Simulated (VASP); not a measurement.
Wanted: the native input for a VASP 6.6.1 run.

- Task: single point
- Functional: PBEsol
- Potentials or basis: VASP PAW PBE potentials, release 64 (P)
- Cutoff: 400 eV
- k mesh: 2 × 2 × 2, shifted
- Occupations: fermi-dirac, width 0.1034 eV
- Spin: no spin polarisation
- Dipole correction: no
- Further INCAR settings: LREAL = Auto; ALGO = Normal; EDIFF = 1e-06; NBANDS = 54; ISYM = -1

The structure of P lies in POSCAR:

```
P
1.0
   -3.4968693850     -6.0567554423      0.0000000000
    3.4968693850     -6.0567554423      0.0000000000
    0.0000000000     -4.0378369615      6.3417294704
P
16
Direct
    0.4381304808      0.3557922610      0.3534912693
    0.4080301563      0.4061338888      0.8402547010
    0.3835334691      0.8802071531      0.3988831456
    0.4510863690      0.9048533890      0.8165630565
    0.9181635831      0.3853641575      0.3641405725
    0.8951950904      0.3628515010      0.9106560012
    0.9011909259      0.8745842701      0.3320745563
    0.9356589393      0.9219821345      0.8370640887
    0.1339878584      0.1864802394      0.1437388656
    0.1872564951      0.1152998470      0.6617977035
    0.1722321728      0.5815860383      0.1713641373
    0.1349003346      0.6570785457      0.6848329025
    0.6763304007      0.1307306685      0.1341167270
    0.6906778966      0.1314302426      0.6279007988
    0.5914915845      0.6444909904      0.1946011740
    0.6972441980      0.6664334962      0.6430110302
```

This cell differs from its parent crystal: dynamics (nvt langevin) at 1200 K, volume x 1.04, from the last frame before.

These files were run (other wordings do the same):

INCAR

```
SYSTEM = P
ALGO     = Normal         ! electronic algorithm
EDIFF    = 1E-6           ! SCF threshold, eV
ENCUT    = 400            ! plane-wave cutoff, eV
GGA      = PS             ! functional
GGA_COMPAT= .False.      
ISIF     = 2              ! what is computed and relaxed
ISMEAR   = -1             ! smearing method
ISYM     = -1           
LASPH    = .True.         ! aspherical terms in the spheres
LCHARG   = .False.        ! write CHGCAR
LREAL    = Auto         
LWAVE    = .False.        ! write WAVECAR
NBANDS   = 54             ! bands
NELM     = 120            ! most SCF steps
PREC     = Accurate       ! precision mode
SIGMA    = 0.1034         ! smearing width, eV
```

KPOINTS

```
explicit points
4
Reciprocal
  0.25000000   0.25000000   0.25000000 2
  0.25000000   0.25000000   0.75000000 2
  0.25000000   0.75000000   0.25000000 2
  0.25000000   0.75000000   0.75000000 2
```

Potentials or basis: VASP PAW PBE potentials, release 64 (P).

The run is started by

```sh
$ cat potpaw_PBE.64/P/POTCAR > POTCAR
$ mpirun -np 1 vasp_std > vasp.out
```

It gave:

```json
{
 "Pressure": "-2.4 GPa",
 "Largest force": "1.930 eV/Å",
 "Band gap on the k mesh": "zero (bands 40 and 41 overlap by 0.28 eV)"
}
```

Caveat: the atoms stand as in a frame of molecular dynamics; the PAW data sets were made with another functional, which shifts forces and pressure a little.

Wall time 44 s on 1 thread of Intel(R) Xeon(R) 6975P-C (Granite Rapids), on a shared host, peak memory 0.3 GiB.
